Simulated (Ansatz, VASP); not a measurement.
**FeO in VASP and in Ansatz**

Contents of INCAR:

```
ALGO     = Normal         # electronic algorithm
EDIFF    = 1E-7           # SCF threshold, eV
ENCUT    = 520            # plane-wave cutoff, eV
ISIF     = 2              # what is computed and relaxed
ISMEAR   = 0              # smearing method
ISPIN    = 2              # spin polarisation
LASPH    = T              # aspherical terms in the spheres
LCHARG   = T              # write CHGCAR
LDAU     = T              # DFT+U
LDAUJ    = 0.9 0        
LDAUL    = 2 -1           # shell
LDAUPRINT= 1            
LDAUTYPE = 1            
LDAUU    = 5 0            # U, eV
LELF     = T              # ELF
LMAXMIX  = 4              # l up to which the mixer works
LORBIT   = 11             # projections on sites
LREAL    = F              # projectors in reciprocal space
LVHAR    = T            
LWAVE    = F              # write WAVECAR
MAGMOM   = 4 0            # initial moments
NBANDS   = 18             # bands
NELM     = 150            # most SCF steps
PREC     = Accurate       # precision mode
SIGMA    = 0.05           # smearing width, eV
```

The input KPOINTS:

```
k-points
0
Gamma
  8 8 8
```

POSCAR

```
FeO
1.0
    0.0000000000      2.1554001600      2.1554001600
    2.1554001600      0.0000000000      2.1554001600
    2.1554001600      2.1554001600      0.0000000000
Fe O
1 1
Direct
    0.0000000000      0.0000000000      0.0000000000
    0.5000000000      0.5000000000      0.5000000000
```

Input for Ansatz:

```yaml
crystal:
  lattice:
    - [0.0, 2.15540016, 2.15540016]
    - [2.15540016, 0.0, 2.15540016]
    - [2.15540016, 2.15540016, 0.0]
  atoms:
    - { symbol: Fe, position: [0.0, 0.0, 0.0], spin: 4.0 }
    - { symbol: O, position: [0.5, 0.5, 0.5] }
basis:
  ecutwfc: 420
  ecutrho_ratio: 4
kpoints:
  mp_grid: { grid: [8, 8, 8] }
hamiltonian:
  xc: lda
  hubbard: { sites: [{ site: 0, l: d, u: 5.0, j: 0.9 }] }
scf:
  occupations: { method: gaussian, width: 0.05 }
  lower_state_search: "off"
  max_iter: 150
output:
  forces: true
  stress: true
  eigenvalues: true
  populations: true
  hubbard: { sites: [{ site: 0, l: d }] }
magnetization:
  spin_polarized: true
```

Alike in both runs: task single point; functional LDA; k mesh 8 × 8 × 8; occupations gaussian, width 0.05 eV; collinear spin; Hubbard terms Fe d U = 5.0 eV, J = 0.9 eV.

|  | VASP | Ansatz |
| --- | --- | --- |
| version | VASP 6.6.1 | Ansatz 0.2.0 |
| potentials or method | VASP PAW LDA potentials, release 64 (Fe, O), cutoff 520 eV | scalar-relativistic, plane waves, PAW |
| valence electrons in the cell | 14 | 22 |

```tsv
	VASP	Ansatz	Ansatz less VASP
gap on the k mesh at the Fermi level (eV)	none	none	-
pressure (GPa)	-15.7	-12.3	+3.47
net moment per atom (μB)	2.00	2.00	0.000
size of the moment on the site where the two differ most (μB)	3.79	3.51	-0.278
```

LDA's correlation is that of Perdew and Zunger in VASP and of Perdew and Wang (1992) in Ansatz. Site moments also hang on the region over which each program counts them. The programs project onto different local orbitals, so the same U acts differently, and such runs can settle in different states. A gap of «none» marks a metal or a gap that the smearing closes. VASP's potentials hold 14 valence electrons a cell and Ansatz's 22, so a difference there can come from the potentials and not from the codes. Ansatz's warnings: filled band counts differ across k points.
